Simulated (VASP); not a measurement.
Runs of VASP 6.6.1 on HfHgF. The structure is that of space group P-6m2 (No. 187), or close to it. The cells are those of the table. 

```csv
task,cell,k mesh,cutoff (eV),gap on the mesh (eV),pressure (GPa),relaxed volume (Å³/atom)
relaxation of cell and atoms,"relaxed from a = 4.094, b = 4.094, c = 4.967 Å, angles 90.0, 90.0, 120.0°, 3 atoms",6 × 6 × 4,600,none,0.0,(a)
single point,"a = 4.094, b = 4.094, c = 4.967 Å, angles 90.0, 90.0, 120.0°, 3 atoms",6 × 6 × 4,520,none,24.2,-
single point,"a = 4.830, b = 4.830, c = 3.081 Å, angles 90.0, 90.0, 120.0°, 3 atoms",6 × 6 × 4,520,none,-0.3,-
relaxation of cell and atoms,"relaxed from a = 4.830, b = 4.830, c = 3.081 Å, angles 90.0, 90.0, 120.0°, 3 atoms",6 × 6 × 6,600,none,0.0,20.30
```

Alike in all rows: level PBE; potentials or basis VASP PAW PBE potentials, release 64 (Hf_pv, Hg, F); no spin polarisation; smearing gaussian 0.1 eV.

Q: Estimate the missing entries.

A: (a) 20.59.

Caveats: some runs use coarse meshes; spin-orbit coupling is left out, which moves the levels of the heavy elements; an odd number of electrons without spin polarisation forces a metal; a magnetic or distorted state may lie lower.

A k mesh can miss the band edges, and the runs leave out spin-orbit coupling on Hf, Hg.

A gap of «none» marks levels without a gap at the run's occupations.
